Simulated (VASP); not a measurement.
# SiPd3Pt (Pm-3m) in VASP: further runs

Runs on SiPd3Pt. Level: PBE. Tasks: single point, relaxation of cell and atoms.

Everything below comes from runs of VASP 6.6.1. Logs are shortened: lines on timing, memory, paths and dates and some standing lists are left out, and cuts for length are marked.

## Step 1: The cell of the first run

The structure is cubic, space group Pm-3m (No. 221). The conventional cell has a = 3.999 Å, b = 3.999 Å, c = 3.999 Å, α = 90.00°, β = 90.00°, γ = 90.00°. Si (site symmetry m-3m) has 6 Pd at 2.00 Å within 2.6 Å. Pd (site symmetry 4/mmm) has 2 Si at 2.00 Å within 2.6 Å. Within 3.7 Å of Pt (site symmetry m-3m) lie 12 Pd at 2.83 Å and 8 Si at 3.46 Å.

## Step 2: Single point, PBE

File INCAR:

```
PREC = Accurate
ENCUT = 520
EDIFF = 1E-6
ISMEAR = 0
SIGMA = 0.1
LREAL = F
LASPH = T
NELM = 80
ALGO = Normal
ISIF = 2
LWAVE = F
LCHARG = F
GGA = PE
NBANDS = 30
```

File KPOINTS:

```
Automatic mesh
0
Gamma
  4 4 4
```

File POSCAR:

```
SiPd3Pt
1.0
    3.9993055000      0.0000000000      0.0000000000
    0.0000000000      3.9993055000      0.0000000000
    0.0000000000      0.0000000000      3.9993055000
Si Pd Pt
1 3 1
Direct
    0.5000000000      0.5000000000      0.5000000000
    0.0000000000      0.5000000000      0.5000000000
    0.5000000000      0.0000000000      0.5000000000
    0.5000000000      0.5000000000      0.0000000000
    0.0000000000      0.0000000000      0.0000000000
```

Potentials or basis: VASP PAW PBE potentials, release 64 (Si, Pd, Pt).

Started as:

```
$ cat potpaw_PBE.64/Si/POTCAR potpaw_PBE.64/Pd/POTCAR potpaw_PBE.64/Pt/POTCAR > POTCAR
$ mpirun -np 1 vasp_std > vasp.out
```

OUTCAR:

```text
PREC = Accurate
   ENCUT = 520
   EDIFF = 1E-6
   ISMEAR = 0
   LREAL = F
   LASPH = T
   NELM = 80
   ISIF = 2
   GGA = PE

 ion  position               nearest neighbor table
   1  0.500  0.500  0.500-   2 2.00   3 2.00   4 2.00   4 2.00   3 2.00   2 2.00
   2  0.000  0.500  0.500-   1 2.00   1 2.00   4 2.83   5 2.83   4 2.83   5 2.83   3 2.83   5 2.83
                             5 2.83   3 2.83   3 2.83   4 2.83   4 2.83   3 2.83
   3  0.500  0.000  0.500-   1 2.00   1 2.00   4 2.83   5 2.83   4 2.83   5 2.83   2 2.83   2 2.83
                             4 2.83   4 2.83   2 2.83   5 2.83   5 2.83   2 2.83
   4  0.500  0.500  0.000-   1 2.00   1 2.00   3 2.83   5 2.83   2 2.83   2 2.83   3 2.83   3 2.83
                             5 2.83   3 2.83   2 2.83   5 2.83   2 2.83   5 2.83
   5  0.000  0.000  0.000-   2 2.83   3 2.83   4 2.83   2 2.83   3 2.83   2 2.83   4 2.83   2 2.83
                             3 2.83   4 2.83   3 2.83   4 2.83

  LATTYP: Found a simple cubic cell.
 ALAT       =     3.9993055000

  Lattice vectors:

 A1 = (   3.9993055000,   0.0000000000,   0.0000000000)
 A2 = (   0.0000000000,   3.9993055000,   0.0000000000)
 A3 = (   0.0000000000,   0.0000000000,   3.9993055000)

Analysis of symmetry for initial positions (statically):
=====================================================================
 Subroutine PRICEL returns:
 Original cell was already a primitive cell.

 Routine SETGRP: Setting up the symmetry group for a
 simple cubic supercell.

 Subroutine GETGRP returns: Found 48 space group operations
 (whereof 48 operations were pure point group operations)
 out of a pool of 48 trial point group operations.

The static configuration has the point symmetry O_h .

Analysis of symmetry for dynamics (positions and initial velocities):
=====================================================================
 Subroutine PRICEL returns:
 Original cell was already a primitive cell.

 Routine SETGRP: Setting up the symmetry group for a
 simple cubic supercell.

 Subroutine GETGRP returns: Found 48 space group operations
 (whereof 48 operations were pure point group operations)
 out of a pool of 48 trial point group operations.

The dynamic configuration has the point symmetry O_h .

 Subroutine INISYM returns: Found 48 space group operations
 (whereof 48 operations are pure point group operations),
 and found     1 'primitive' translations

----------------------------------------------------------------------------------------

                                     Primitive cell

  volume of cell :      63.9667

  direct lattice vectors                    reciprocal lattice vectors
     3.999305500  0.000000000  0.000000000     0.250043414  0.000000000  0.000000000
     0.000000000  3.999305500  0.000000000     0.000000000  0.250043414  0.000000000
     0.000000000  0.000000000  3.999305500     0.000000000  0.000000000  0.250043414

  length of vectors
     3.999305500  3.999305500  3.999305500     0.250043414  0.250043414  0.250043414

  position of ions in fractional coordinates (direct lattice)
     0.500000000  0.500000000  0.500000000
     0.000000000  0.500000000  0.500000000
     0.500000000  0.000000000  0.500000000
     0.500000000  0.500000000  0.000000000
     0.000000000  0.000000000  0.000000000

  ion indices of the primitive-cell ions
   primitive index   ion index
                 1           1
                 2           2
                 3           3
                 4           4
                 5           5

----------------------------------------------------------------------------------------

 KPOINTS: Automatic mesh

Automatic generation of k-mesh.
 Grid dimensions read from file:
 generate k-points for:    4    4    4

 Generating k-lattice:

  Cartesian coordinates                     Fractional coordinates (reciprocal lattice)
     0.062510853  0.000000000  0.000000000     0.250000000  0.000000000  0.000000000
     0.000000000  0.062510853  0.000000000     0.000000000  0.250000000  0.000000000
     0.000000000  0.000000000  0.062510853     0.000000000  0.000000000  0.250000000

  Length of vectors
     0.062510853  0.062510853  0.062510853

  Shift w.r.t. Gamma in fractional coordinates (k-lattice)
     0.000000000  0.000000000  0.000000000

 Subroutine IBZKPT returns following result:
 ===========================================

 Found     10 irreducible k-points:

 Following reciprocal coordinates:
            Coordinates               Weight
  0.000000  0.000000  0.000000      1.000000
  0.250000  0.000000  0.000000      6.000000
  0.500000  0.000000  0.000000      3.000000
  0.250000  0.250000  0.000000     12.000000
  0.500000  0.250000  0.000000     12.000000
  0.500000  0.500000  0.000000      3.000000
  0.250000  0.250000  0.250000      8.000000
  0.500000  0.250000  0.250000     12.000000
  0.500000  0.500000  0.250000      6.000000
  0.500000  0.500000  0.500000      1.000000
   k-points           NKPTS =     10   k-points in BZ     NKDIM =     10   number of bands    NBANDS=     30
   number of dos      NEDOS =    301   number of ions     NIONS =      5
   total plane-waves  NPLWV =  27000
   dimension x,y,z NGX =    30 NGY =   30 NGZ =   30
   dimension x,y,z NGXF=    60 NGYF=   60 NGZF=   60
   ions per type =               1   3   1
   NGX,Y,Z   is equivalent  to a cutoff of  12.47, 12.47, 12.47 a.u.
   NGXF,Y,Z  is equivalent  to a cutoff of  24.94, 24.94, 24.94 a.u.
 SYSTEM =  unknown system
   PREC   = accura    normal or accurate (medium, high low for compatibility)
   ISTART =      0    job   : 0-new  1-cont  2-samecut
   ICHARG =      2    charge: 1-file 2-atom 10-const
   ISPIN  =      1    spin polarized calculation?
   LNONCOLLINEAR =      F non collinear calculations
   LSORBIT =      F    spin-orbit coupling
   LASPH  =      T    aspherical Exc in radial PAW
   ENCUT  =  520.0 eV  38.22 Ry    6.18 a.u.   7.44  7.44  7.44*2*pi/ulx,y,z
   NELM   =     80;   NELMIN=  2; NELMDL= -5     # of ELM steps
   EDIFF  = 0.1E-05   stopping-criterion for ELM
   LREAL  =      F    real-space projection
[... 7 lines left out ...]
   TEBEG  =    0.0;   TEEND  =   0.0 temperature during run
   PSTRESS=    0.0 pullay stress
   NELECT =      44.0000    total number of electrons
   NUPDOWN=      -1.0000    fix difference up-down
   EMIN   =  10.00;   EMAX   =-10.00  energy-range for DOS
   EFERMI =   0.00;   METHOD = LEGACY
   ISMEAR =     0;   SIGMA  =   0.10  broadening in eV -4-tet -1-fermi 0-gaus
   EFERMI_NEDOS =   21; number of points for ismear=-14 and -15
   IALGO  =     38    algorithm
   IMIX   =      4    mixing-type and parameters
     AMIX     =   0.40;   BMIX     =  1.00
     AMIX_MAG =   1.60;   BMIX_MAG =  1.00
  volume/ion in A,a.u.               =      12.79        86.33
  Fermi-wavevector in a.u.,A,eV,Ry     =   1.445133  2.730905 28.414534  2.088409
  Thomas-Fermi vector in A             =   2.563349
   LORBIT       =      0    0 simple, 1 ext, 2 COOP (PROOUT), +10 PAW based schemes
   GGA     = PE    functional components
   LHFCALC =     F    Hartree Fock is set to
   AEXX    =    0.0000 exact exchange contribution
   IVDW    =     0    specifies the selected vdW correction
   LEPSILON=     F    determine dielectric tensor
   LRPA    =     F    only Hartree local field effects (RPA)
 non-spin polarized calculation
 Gauss-broadening in eV      SIGMA  =   0.10
  energy-cutoff  :      520.00
  volume of cell :       63.97
 maximum number of plane-waves:      1750
 NGX is ok and might be reduce to    30
   NGX = 15   NGY = 15   NGZ = 15

 number of electron      43.9999975 magnetization

 Free energy of the ion-electron system (eV)
  ---------------------------------------------------
  ext. energy  EPLUGINS =         0.00000000
  ---------------------------------------------------
  free energy    TOTEN  =       -21.26642162 eV

  energy without entropy =      -21.24063139  energy(sigma->0) =      -21.25352650

 E-fermi :  12.5935     XC(G=0): -13.5406

 val. band max:       12.5859143565   @ k =   0.0000   0.0000   0.0000
 cond. band min:      12.6583623895   @ k =   0.2500   0.2500   0.0000
 fundamental gap:      0.0724480330
 Fermi energy:        12.5934810755

 k-point     1 :       0.0000    0.0000    0.0000
  band No.  band energies     occupation
      1      -0.9729      2.00000
      2       4.6698      2.00000
      3       5.2911      2.00000
      4       5.2911      2.00000
      5       5.2911      2.00000
      6       6.4739      2.00000
[... 22 lines left out ...]
     29      20.1322      0.00000
     30      20.1322      0.00000

 k-point     2 :       0.2500    0.0000    0.0000
  band No.  band energies     occupation
      1      -0.4438      2.00000
      2       5.1860      2.00000
      3       5.4737      2.00000
      4       5.6450      2.00000
      5       5.6450      2.00000
      6       6.3049      2.00000
[... 22 lines left out ...]
     29      19.7539      0.00000
     30      23.2401      0.00000

 k-point     3 :       0.5000    0.0000    0.0000
  band No.  band energies     occupation
      1       0.2882      2.00000
      2       4.7096      2.00000
      3       5.7022      2.00000
      4       6.2425      2.00000
      5       6.4837      2.00000
      6       6.4837      2.00000
[... 22 lines left out ...]
     29      19.3025      0.00000
     30      23.2474      0.00000

 k-point     4 :       0.2500    0.2500    0.0000
  band No.  band energies     occupation
      1       0.0915      2.00000
      2       5.4164      2.00000
      3       5.5561      2.00000
      4       5.5843      2.00000
      5       5.7622      2.00000
      6       5.9796      2.00000
[... 154 lines left out ...]
     29      21.2469      0.00000
     30      21.9776      0.00000

 k-point     9 :       0.5000    0.5000    0.2500
  band No.  band energies     occupation
      1       2.3695      2.00000
      2       3.6168      2.00000
      3       3.6168      2.00000
      4       5.2355      2.00000
      5       6.3883      2.00000
      6       7.1867      2.00000
[... 22 lines left out ...]
     29      21.9293      0.00000
     30      23.5366      0.00000

 k-point    10 :       0.5000    0.5000    0.5000
  band No.  band energies     occupation
      1       3.3040      2.00000
      2       3.3040      2.00000
      3       3.3040      2.00000
      4       4.5167      2.00000
      5       6.0154      2.00000
      6       7.1248      2.00000
[... 22 lines left out ...]
     29      23.1496      0.00000
     30      23.1496      0.00000

------------------------ aborting loop because EDIFF is reached ----------------------------------------

  FORCE on cell =-STRESS in cart. coord.  units (eV):
  Direction    XX          YY          ZZ          XY          YZ          ZX
  --------------------------------------------------------------------------------------
  -------------------------------------------------------------------------------------
  Total       33.9852636     33.9852636     33.9852636      0.0000000     -0.0000000     -0.0000000
  in kB      851.2311034    851.2311034    851.2311034      0.0000000     -0.0000000     -0.0000000
  external PRESSURE =     851.2311034 kB  Pullay stress =       0.0000000 kB

 VOLUME and BASIS-vectors are now :
 -----------------------------------------------------------------------------
  energy-cutoff  :      520.00
  volume of cell :       63.97
      direct lattice vectors                 reciprocal lattice vectors
     3.999305500  0.000000000  0.000000000     0.250043414  0.000000000  0.000000000
     0.000000000  3.999305500  0.000000000     0.000000000  0.250043414  0.000000000
     0.000000000  0.000000000  3.999305500     0.000000000  0.000000000  0.250043414

 POSITION                                       TOTAL-FORCE (eV/Angst)
 -----------------------------------------------------------------------------------
      1.99965      1.99965      1.99965         0.000000      0.000000      0.000000
      0.00000      1.99965      1.99965         0.000000      0.000000      0.000000
      1.99965      0.00000      1.99965         0.000000      0.000000      0.000000
      1.99965      1.99965      0.00000         0.000000      0.000000      0.000000
      0.00000      0.00000      0.00000         0.000000      0.000000      0.000000
 -----------------------------------------------------------------------------------
    total drift:                                0.000000      0.000000     -0.000000

  FREE ENERGIE OF THE ION-ELECTRON SYSTEM (eV)
  ---------------------------------------------------
  free  energy   TOTEN  =       -21.2664216154 eV

  energy  without entropy=      -21.2406313911  energy(sigma->0) =      -21.25352650
```

Wall time 10 s (1 thread of Intel Xeon 6975P-C (Granite Rapids), shared host); peak memory 0.18 GiB.

Results:

- Free energy: -21.2664 eV
- Pressure: 85.1 GPa
- Band gap on the k mesh: zero (band 22 reaches 12.66 eV, above the bottom of band 23 at 12.14 eV)

Caveat: the k points lie up to 0.39 Å⁻¹ apart; spin-orbit coupling is left out, which moves the levels of the heavy elements.

## Step 3: Single point, PBE

This run uses another cell than the first one, of 17.58 Å³/atom, 1.374 times its volume.

File INCAR:

```
  PREC = Accurate
  ENCUT = 520
  EDIFF = 1E-7
  ISMEAR = 0
  SIGMA = 0.1
  LREAL = False
  LASPH = True
  NELM = 60
  ALGO = Fast
  ISIF = 2
  LWAVE = False
  LCHARG = False
  GGA = PE
  NBANDS = 30
```

File KPOINTS:

```
regular mesh
0
Gamma
  4 4 4
```

Changes to POSCAR since step 2:

```diff
@@ -2,5 +2,5 @@
 1.0
-    3.9993055000      0.0000000000      0.0000000000
-    0.0000000000      3.9993055000      0.0000000000
-    0.0000000000      0.0000000000      3.9993055000
+    4.4459891303      0.0000000000      0.0000000000
+    0.0000000000      4.4459891303      0.0000000000
+    0.0000000000      0.0000000000      4.4459891303
 Si Pd Pt
```

Potentials or basis: VASP PAW PBE potentials, release 64 (Si, Pd, Pt).

Started as:

```
$ cat potpaw_PBE.64/Si/POTCAR potpaw_PBE.64/Pd/POTCAR potpaw_PBE.64/Pt/POTCAR > POTCAR
$ mpirun -np 1 vasp_std > vasp.out
```

Run time: 19 s. Hardware: 1 thread of Intel Xeon 6975P-C (Granite Rapids), shared host; peak memory 0.21 GiB.

It converged, with:

```
Free energy            : -25.9277 eV
Pressure               : 0.5 GPa
Band gap on the k mesh : zero (band 22 reaches 7.81 eV, above the bottom of band 23 at 7.23 eV)
```

Levels at points of the mesh, in eV from the Fermi level:
```tsv
k point	band 19	band 20	band 21	band 22	band 23	band 24	band 25	band 26
(0.00, 0.00, 0.00)	-0.99	-0.55	-0.55	-0.02	-0.02	-0.02	3.62	5.44
(0.50, 0.00, 0.00)	-1.23	-0.90	-0.66	-0.03	1.39	1.39	3.75	4.23
(0.50, 0.50, 0.00)	-1.08	-0.93	-0.37	-0.18	-0.18	0.64	2.76	5.16
(0.50, 0.50, 0.50)	-0.93	-0.27	-0.27	0.40	0.40	0.40	2.61	2.61
```

Caveat: spin-orbit coupling is left out, which moves the levels of the heavy elements.

(Continued in part 2 of 2.)
